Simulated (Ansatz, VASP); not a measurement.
**Two plane-wave programs on Be3C2**

```
Be C
1.0
     2.49012    1.43767    3.30112
    -2.49012    1.43767    3.30112
     0.00000   -2.87535    3.30112
Be C
6 4
Direct
  0.07776 0.42224 0.75000
  0.75000 0.07776 0.42224
  0.42224 0.75000 0.07776
  0.92224 0.57776 0.25000
  0.25000 0.92224 0.57776
  0.57776 0.25000 0.92224
  0.83522 0.83522 0.83522
  0.66478 0.66478 0.66478
  0.16478 0.16478 0.16478
  0.33522 0.33522 0.33522
```

Alike in both runs: functional PBE; k mesh 12 × 12 × 12; occupations gaussian, width 0.1 eV; no spin polarisation.

Ansatz relaxed the structure, and its values are those at the end. VASP's run is a single point on that final structure, the one shown.

```csv
,VASP,Ansatz
version,VASP 6.6.1,Ansatz 0.2.0
potentials or method,"VASP PAW PBE potentials, release 64 (Be, C), cutoff 520 eV","scalar-relativistic, plane waves, PAW"
valence electrons in the cell,28,28
```

```csv
,VASP,Ansatz,Ansatz less VASP
gap on the k mesh at the Fermi level (eV),none,none,-
pressure (GPa),0.4,0.0,-0.36
rms of the force components (eV/Å),0.010,0.000,-0.0095
```

A gap of «none» marks a metal or a gap that the smearing closes. The functional is the same, so the differences come from potentials, cutoffs and numerics.
